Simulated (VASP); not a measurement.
Write the native input for VASP 6.6.1 that does the following.

* Task: single point
* Functional: PBE
* Potentials or basis: VASP PAW PBE potentials, release 64 (C)
* Cutoff: 520 eV
* k mesh: 14 × 14 × 14
* Occupations: fermi-dirac, width 0.02 eV
* Spin: no spin polarisation
* Dipole correction: no
* Further INCAR settings: ALGO = Normal; EDIFF = 1e-07; NBANDS = 11

The structure of C lies in POSCAR:

```
C
1.0
    0.0000000000      1.7858175698      1.7858175698
    1.7858175698      0.0000000000      1.7858175698
    1.7858175698      1.7858175698      0.0000000000
C
2
Direct
   -0.1250000000     -0.1250000000     -0.1250000000
    0.1250000000      0.1250000000      0.1250000000
```

These files were run (other wordings do the same):

INCAR

```
PREC = Accurate
ENCUT = 520
EDIFF = 1E-7
ISMEAR = -1
SIGMA = 0.02
LREAL = F
LASPH = T
NELM = 60
ALGO = Normal
ISIF = 2
LWAVE = F
LCHARG = F
GGA = PE
NBANDS = 11
```

KPOINTS

```
regular mesh
0
Gamma
  14 14 14
```

Potentials or basis: VASP PAW PBE potentials, release 64 (C).

Command:

```sh
$ cat potpaw_PBE.64/C/POTCAR > POTCAR
$ mpirun -np 1 vasp_std > vasp.out
```

Results of the run:

```yaml
Pressure: 0.6 GPa
Band_gap_on_the_k_mesh: 4.12 eV (least direct gap 5.58 eV)
```

Wall time 15 s on 1 thread of Intel Xeon 8259CL (shared host), peak memory 0.12 GiB.
